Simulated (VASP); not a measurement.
Wanted: the native input for a VASP 6.6.1 run.

```
Task                   : relaxation of cell and atoms
Functional             : PBEsol
Potentials or basis    : VASP PAW PBE potentials, release 64 (Ru_pv, Au)
Cutoff                 : 500 eV
k mesh                 : 8 × 8 × 8
Occupations            : fermi-dirac, width 0.05 eV
Spin                   : no spin polarisation
Target pressure        : 20 GPa
Dipole correction      : no
Further INCAR settings : ALGO = Normal; EDIFF = 1e-07; IBRION = 2; EDIFFG = -0.01; NSW = 60; ISIF = 3
```

The structure of RuAu lies in POSCAR:

```
RuAu
1.0
    3.1648100000      0.0000000000      0.0000000000
    0.0000000000      3.1648100000      0.0000000000
    0.0000000000      0.0000000000      3.1648100000
Ru Au
1 1
Direct
    0.0000000000      0.0000000000      0.0000000000
    0.5000000000      0.5000000000      0.5000000000
```

These files were run (other wordings do the same):

INCAR

```
SYSTEM = RuAu
  PREC = Accurate
  ENCUT = 500
  EDIFF = 1E-7
  ISMEAR = -1
  SIGMA = 0.05
  LREAL = .False.
  LASPH = .True.
  NELM = 120
  ALGO = Normal
  ISIF = 3
  LWAVE = .False.
  LCHARG = .False.
  GGA = PS
  IBRION = 2
  NSW = 60
  EDIFFG = -0.01
  PSTRESS = 200.0
  GGA_COMPAT = .False.
  NELMIN = 4
```

KPOINTS

```
regular mesh
0
Gamma
  8 8 8
  0 0 0
```

Potentials or basis: VASP PAW PBE potentials, release 64 (Ru_pv, Au).

Command:

```sh
$ cat potpaw_PBE.64/Ru_pv/POTCAR potpaw_PBE.64/Au/POTCAR > POTCAR
$ mpirun -np 1 vasp_std > vasp.out
```

Results of the run:

| Quantity | Value |
| --- | --- |
| Relaxed volume | 14.18 Å³/atom |
| Relaxed cell | a = 3.050 Å, b = 3.050 Å, c = 3.050 Å, α = 90.00°, β = 90.00°, γ = 90.00° |
| Space group after relaxing (to 0.1 Å) | Pm-3m (No. 221) |
| Energy change on relaxing (the run minimises the enthalpy) | +39.6 meV/atom |
| Ionic steps | 5 |
| Pressure after relaxing | 20.0 GPa |
| Band gap on the k mesh | zero (an odd number of electrons rules out a gap without spin polarisation) |

Caveat: the cell is relaxed towards a set pressure, so the run minimises the enthalpy, not the energy; the PAW data sets were made with another functional, which shifts forces and pressure a little; spin-orbit coupling is left out, which moves the levels of the heavy elements.

Wall time 23 s on 1 thread of Intel(R) Xeon(R) 6975P-C (Granite Rapids), on a shared host, peak memory 0.15 GiB.
